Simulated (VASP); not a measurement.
## Ta: single point with PBEsol

The system is Ta.

```xyz
1
Lattice="-1.6513 1.6513 1.6760 1.6513 -1.6513 1.6760 1.6513 1.6513 -1.6760" Properties=species:S:1:pos:R:3 pbc="T T T"
Ta    0.0000    0.0000    0.0000
```

This cell differs from its parent crystal: strain +0.000 along x and y, +0.015 along z.

```
Program             : VASP 6.6.1
Task                : single point
Functional          : PBEsol
Potentials or basis : VASP PAW PBE potentials, release 64 (Ta_pv)
Cutoff              : 520 eV
k mesh              : 20 × 20 × 20
Occupations         : gaussian, width 0.15 eV
Spin                : no spin polarisation
```

```yaml
Pressure: -6.5 GPa
```

Stress tensor (GPa, compression positive):
```
-5.87  0.00  0.00
 0.00 -5.87  0.00
 0.00  0.00 -7.61
```

Levels at points of the mesh, in eV from the Fermi level:
```tsv
k point	band 2	band 3	band 4	band 5	band 6	band 7	band 8	band 9	band 10	band 11
(0.00, 0.00, 0.00)	-33.08	-33.08	-7.86	0.67	0.67	0.85	3.82	4.07	14.81	15.07
(0.50, 0.00, 0.00)	-33.44	-33.08	-4.32	-1.44	1.52	3.72	4.80	7.65	11.44	11.94
(0.50, 0.50, 0.00)	-33.45	-33.09	-4.31	-1.63	1.63	3.98	4.91	7.70	11.54	11.85
(0.50, 0.50, 0.50)	-33.85	-33.85	-3.74	-3.69	6.69	6.75	6.75	8.28	8.66	8.66
```

Run time: 54 s on 1 thread of Intel Xeon 6975P-C, on a shared host, peak memory 0.25 GiB.

Caveat: the cell differs from its parent crystal (strain +0.000 along x and y, +0.015 along z); the PAW data sets were made with another functional, which shifts forces and pressure a little; spin-orbit coupling is left out, which moves the levels of the heavy elements.
